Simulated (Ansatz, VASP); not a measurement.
One calculation of Sn, two programs

INCAR

```
SYSTEM = Sn
  PREC = Accurate
  ENCUT = 520
  EDIFF = 1E-6
  ISMEAR = -1
  SIGMA = 0.02
  LREAL = .False.
  LASPH = .True.
  NELM = 80
  ALGO = Normal
  ISIF = 2
  LWAVE = .False.
  LCHARG = .True.
  LDIPOL = .True.
  IDIPOL = 3
  DIPOL = 0.5 0.5 0.500
  GGA = PE
  LELF = .True.
  LVHAR = .True.
  LVACPOTAV = .True.
  NBANDS = 36
```

File KPOINTS:

```
Automatic mesh
0
Gamma
  6 6 1
  0 0 0
```

POSCAR

```
Sn
1.0
    4.7064645918      0.0000000000      0.0000000000
   -2.3532322959      4.0759178986      0.0000000000
    0.0000000000      0.0000000000     20.8035000000
Sn
4
Direct
    0.1666666665      0.3333333335      0.3845503085
    0.5000000005      0.9999999995      0.4307301854
    0.5000000005      0.9999999995      0.5692698151
    0.8333333335      0.6666666665      0.6154496915
```

Input for Ansatz:

```yaml
crystal:
  lattice:
    - [4.7064645918, 0.0, 0.0]
    - [-2.3532322959, 4.0759178986, 0.0]
    - [0.0, 0.0, 20.8035]
  atoms:
    - { symbol: Sn, position: [0.1666666665, 0.3333333335, 0.3845503085] }
    - { symbol: Sn, position: [0.5000000005, 0.9999999995, 0.4307301854] }
    - { symbol: Sn, position: [0.5000000005, 0.9999999995, 0.5692698151] }
    - { symbol: Sn, position: [0.8333333335, 0.6666666665, 0.6154496915] }
kpoints:
  mp_grid: { grid: [6, 6, 1] }
scf:
  occupations: { method: fermi_dirac, width: 0.02 }
hamiltonian:
  xc: pbe
  pseudopotentials: { kind: all_electron, lapw: { basis_error: 0.001 } }
output:
  forces: true
  stress: true
  eigenvalues: true
  populations: true
  dos: { projected: true, de: 0.2, e_range: [-14, 8] }
efield:
  axis: 3
  amplitude: 0
  dipole_correction: true
```

Alike in both runs: task single point; functional PBE; k mesh 6 × 6 × 1; occupations fermi-dirac, width 0.02 eV; no spin polarisation.

|  | VASP | Ansatz |
| --- | --- | --- |
| version | VASP 6.6.1 | Ansatz 0.2.0 |
| potentials or method | VASP PAW PBE potentials, release 64 (Sn_d), cutoff 520 eV | all-electron LAPW, scalar-relativistic |

Ansatz gave:

```
rms of the force components (eV/Å) : 0.150
```

Which values does VASP return?

rms of the force components (eV/Å): 0.149.

Atom by atom the forces differ by 0.002 eV/Å (rms over components). Ansatz ran all-electron here, and VASP with PAW potentials.
